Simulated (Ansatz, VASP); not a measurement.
# Two plane-wave programs on MgCd3Se4

The input INCAR:

```
  PREC = Accurate
  ENCUT = 600
  EDIFF = 1E-6
  ISMEAR = 0
  SIGMA = 0.1
  LREAL = False
  LASPH = True
  NELM = 80
  ALGO = Normal
  ISIF = 3
  LWAVE = False
  LCHARG = False
  GGA = PE
  IBRION = 2
  NSW = 90
  EDIFFG = -0.04
```

KPOINTS

```
Automatic mesh
0
Gamma
  4 4 4
```

File POSCAR:

```
MgCd3Se4
1.0
    5.8676560200      0.0000000000      0.0000000000
    0.0000000000      5.8676560200      0.0000000000
    0.0000000000      0.0000000000      5.8676560200
Mg Cd Se
1 3 4
Direct
    0.5000000000      0.5000000000      0.5000000000
    0.0000000000      0.0000000000      0.5000000000
    0.0000000000      0.5000000000      0.0000000000
    0.5000000000      0.0000000000      0.0000000000
    0.7500000000      0.7500000000      0.7500000000
    0.7500000000      0.2500000000      0.2500000000
    0.2500000000      0.7500000000      0.2500000000
    0.2500000000      0.2500000000      0.7500000000
```

Input for Ansatz:

```yaml
crystal:
  lattice:
    - [5.86765602, 0.0, 0.0]
    - [0.0, 5.86765602, 0.0]
    - [0.0, 0.0, 5.86765602]
  atoms:
    - { symbol: Mg, position: [0.5, 0.5, 0.5] }
    - { symbol: Cd, position: [0.0, 0.0, 0.5] }
    - { symbol: Cd, position: [0.0, 0.5, 0.0] }
    - { symbol: Cd, position: [0.5, 0.0, 0.0] }
    - { symbol: Se, position: [0.75, 0.75, 0.75] }
    - { symbol: Se, position: [0.75, 0.25, 0.25] }
    - { symbol: Se, position: [0.25, 0.75, 0.25] }
    - { symbol: Se, position: [0.25, 0.25, 0.75] }
basis:
  ecutwfc: 420
kpoints:
  mp_grid: { grid: [4, 4, 4] }
hamiltonian:
  xc: pbe
scf:
  occupations: { method: gaussian, width: 0.1 }
  lower_state_search: "off"
output:
  forces: true
  stress: true
  eigenvalues: true
relax:
  adjacent_minimum: "off"
  f_tol: 0.04
  max_steps: 70
  cell: { stress_tol: 0.4 }
```

Alike in both runs: task relaxation of cell and atoms; functional PBE; k mesh 4 × 4 × 4; occupations gaussian, width 0.1 eV; no spin polarisation.

```csv
,VASP,Ansatz
version,VASP 6.6.1,Ansatz 0.2.0
potentials or method,"VASP PAW PBE potentials, release 64 (Mg, Cd, Se), cutoff 600 eV","scalar-relativistic, plane waves, PAW"
valence electrons in the cell,62,134
```

|  | VASP | Ansatz | Ansatz less VASP |
| --- | --- | --- | --- |
| gap on the k mesh at the Fermi level, each at its own relaxed structure (eV) | 0.98 | 0.98 | +0.001 |
| relaxed volume (Å³/atom) | 29.12 | 29.09 | -0.032 |
| relaxed cell length with the largest relative difference (Å) | 6.153 | 6.151 | -0.0023 |

VASP's potentials hold 62 valence electrons a cell and Ansatz's 134, so a difference there can come from the potentials and not from the codes.

Noted on VASP's run: the volume moved by over 15 % at a fixed basis, so the end points are rough.
